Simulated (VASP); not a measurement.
Li3F2:

```
Li F
1.0
     2.95275   -2.95275    0.00000
     2.95275    2.95275    0.00000
    -2.95275    0.00000    3.51982
Li F
3 2
Direct
  0.00000 0.00000 0.00000
  0.21222 0.41822 0.42445
  0.58178 0.78778 0.57555
  0.99377 0.78778 0.57555
  0.21222 0.00623 0.42445
```

The cell was generated, and may not be a known phase.

```yaml
Program: VASP 6.6.1
Task: relaxation of cell and atoms
Functional: PBE
Potentials_or_basis: VASP PAW PBE potentials, release 64 (Li_sv, F)
Cutoff: 600 eV
k_mesh: 6 × 6 × 6
Occupations: gaussian, width 0.1 eV
Spin: no spin polarisation
```

At the start: pressure 21.4 GPa; volume 12.28 Å³/atom.

How do energy, volume and symmetry change on relaxing?

Over 46 steps the energy falls by 1163.6 meV/atom and the volume is 15.40 Å³/atom (+25.5 %); space group C2 (No. 5, to 0.1 Å) before and after.

Step by step:
| step | energy change (eV) | largest force (eV/Å) | pressure (GPa) | volume (Å³) |
| --- | --- | --- | --- | --- |
| 1 | 0.0000 | 6.4725 | 21.42 | 61.38 |
| 3 | -3.9831 | 1.6277 | 8.73 | 80.60 |
| 5 | -3.9324 | 1.3398 | -3.66 | 105.83 |
| 7 | -4.5839 | 1.2652 | -3.11 | 103.11 |
| 9 | -4.8382 | 0.6088 | -0.83 | 98.39 |
| 11 | -4.9342 | 0.9732 | -1.02 | 96.89 |
| 13 | -5.1968 | 0.5873 | 3.34 | 88.55 |
| 15 | -5.4158 | 0.3030 | -1.07 | 91.82 |
| 17 | -5.4617 | 0.2227 | -0.18 | 89.49 |
| 19 | -5.4856 | 0.3278 | 0.96 | 88.12 |
| 21 | -5.5256 | 0.3658 | 0.56 | 89.09 |
| 23 | -5.5880 | 0.5683 | -2.06 | 93.23 |
| 25 | -5.6223 | 0.3631 | -1.13 | 91.59 |
| 27 | -5.6780 | 0.2652 | -0.60 | 88.72 |
| 29 | -5.7249 | 0.2720 | 1.17 | 82.07 |
| 31 | -5.7602 | 0.2666 | -0.23 | 80.86 |
| 33 | -5.7833 | 0.2254 | 0.05 | 79.76 |
| 35 | -5.8001 | 0.2478 | -0.41 | 78.63 |
| 37 | -5.8071 | 0.0920 | -0.15 | 78.47 |
| 39 | -5.8111 | 0.0779 | 0.09 | 77.80 |
| 41 | -5.8145 | 0.1009 | 0.12 | 77.34 |
| 43 | -5.8166 | 0.0720 | -0.16 | 77.33 |
| 45 | -5.8178 | 0.0413 | 0.12 | 76.96 |
| 46 | -5.8182 | 0.0291 | 0.08 | 77.02 |

Final structure:
```xyz
5
Lattice="3.0532 -2.8236 0.0137 3.0532 2.8236 0.0137 -3.0818 0.0000 4.4534" Properties=species:S:1:pos:R:3 pbc="T T T"
Li    3.0532   -2.5624    0.0137
Li   -0.0734    0.4585    2.9679
Li    3.0980    0.4585    1.5129
F     3.0874   -0.5891    2.9327
F    -0.0629   -0.5891    1.5481
```

Caveat: the cutoff is under 1.25 times the usual one of these potentials, so pressure, stress and relaxed cells hold a basis-set (Pulay) error; the volume moved by over 15 % at a fixed basis, so the end points are rough.
